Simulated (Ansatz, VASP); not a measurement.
## AlN: VASP beside Ansatz

```
Al N
1.0
     0.00000    2.18488    2.18488
     2.18488    0.00000    2.18488
     2.18488    2.18488    0.00000
Al N
1 1
Direct
  0.00000 0.00000 0.00000
  0.25000 0.25000 0.25000
```

Alike in both runs: task single point; functional HSE06; k mesh 4 × 4 × 4; no spin polarisation.

|  | VASP | Ansatz |
| --- | --- | --- |
| version | VASP 6.6.1 | Ansatz 0.2.0 |
| potentials or method | VASP PAW PBE potentials, release 64 (Al, N) | plane waves, PAW |
| plane-wave cutoff (eV) | 520 | 420 |
| occupations | gaussian, width 0.01 eV | fixed |
| valence electrons in the cell | 8 | 8 |

```tsv
	VASP	Ansatz	Ansatz less VASP
gap on the k mesh at the Fermi level (eV)	4.55	4.55	-0.004
pressure (GPa)	-0.8	-0.6	+0.23
```

Ansatz's warnings: stress exchange threshold loose, stress scf threshold loose.

The k mesh is coarse, so the values compare programs but aren't converged.
